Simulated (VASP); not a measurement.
Write the native input for VASP 6.6.1 that does the following.

```yaml
Task: relaxation of cell and atoms
Functional: r2SCAN
Potentials_or_basis: VASP PAW PBE potentials, release 64 (Ag)
Cutoff: 600 eV
k_mesh: 8 × 8 × 8
Occupations: gaussian, width 0.1 eV
Spin: no spin polarisation
Dipole_correction: no
Further_INCAR_settings: ALGO = Normal; EDIFF = 1e-06; IBRION = 2; EDIFFG = -0.04; NSW = 90; ISIF = 3
```

The system is Ag.

```
Ag
1.0
    -2.53744    2.53744    1.38422
     2.53744   -2.53744    1.38422
     2.53744    2.53744   -1.38422
Ag
2
Direct
  0.00000 0.00000 0.00000
  0.75000 0.25000 0.50000
```

One way to write it, as run:

POSCAR

```
Ag
1.0
   -2.5374423559      2.5374423559      1.3842216450
    2.5374423559     -2.5374423559      1.3842216450
    2.5374423559      2.5374423559     -1.3842216450
Ag
2
Direct
    0.0000000000      0.0000000000      0.0000000000
    0.7500000000      0.2500000000      0.5000000000
```

INCAR.step1

```
  PREC = Accurate
  ENCUT = 600
  ISMEAR = 0
  SIGMA = 0.1
  LREAL = False
  LASPH = True
  NELM = 80
  GGA = PE
  ALGO = Normal
  EDIFF = 1E-4
  LWAVE = True
  LCHARG = False
```

INCAR.step2

```
  PREC = Accurate
  ENCUT = 600
  EDIFF = 1E-6
  ISMEAR = 0
  SIGMA = 0.1
  LREAL = False
  LASPH = True
  NELM = 80
  ALGO = Normal
  ISIF = 3
  LWAVE = False
  LCHARG = False
  METAGGA = R2SCAN
  LMIXTAU = True
  IBRION = 2
  NSW = 90
  EDIFFG = -0.04
  ISTART = 1
```

KPOINTS

```
Automatic mesh
0
Gamma
  8 8 8
```

Potentials or basis: VASP PAW PBE potentials, release 64 (Ag).

The run is started by

```sh
$ cat potpaw_PBE.64/Ag/POTCAR > POTCAR
$ cp INCAR.step1 INCAR
$ mpirun -np 1 vasp_std > vasp.out
$ cp INCAR.step2 INCAR
$ mpirun -np 1 vasp_std > vasp.out
```

Results of the run:

```json
{
 "Relaxed volume": "19.09 Å³/atom",
 "Relaxed cell": "a = 3.977 Å, b = 3.977 Å, c = 3.977 Å, α = 96.81°, β = 96.81°, γ = 139.72°",
 "Space group after relaxing (to 0.05 Å)": "I4_1/amd (No. 141)",
 "Energy gained by relaxing": "44.5 meV/atom",
 "Ionic steps": "4",
 "Pressure after relaxing": "0.0 GPa",
 "Band gap on the k mesh": "zero (band 11 reaches 9.49 eV, above the bottom of band 12 at 4.19 eV)"
}
```

Caveat: the PAW data sets were made with another functional, which shifts forces and pressure a little.

Wall time 5.5 min on 1 thread of AMD EPYC 9R45 96-Core Processor (Zen 5) (shared host), peak memory 0.18 GiB.
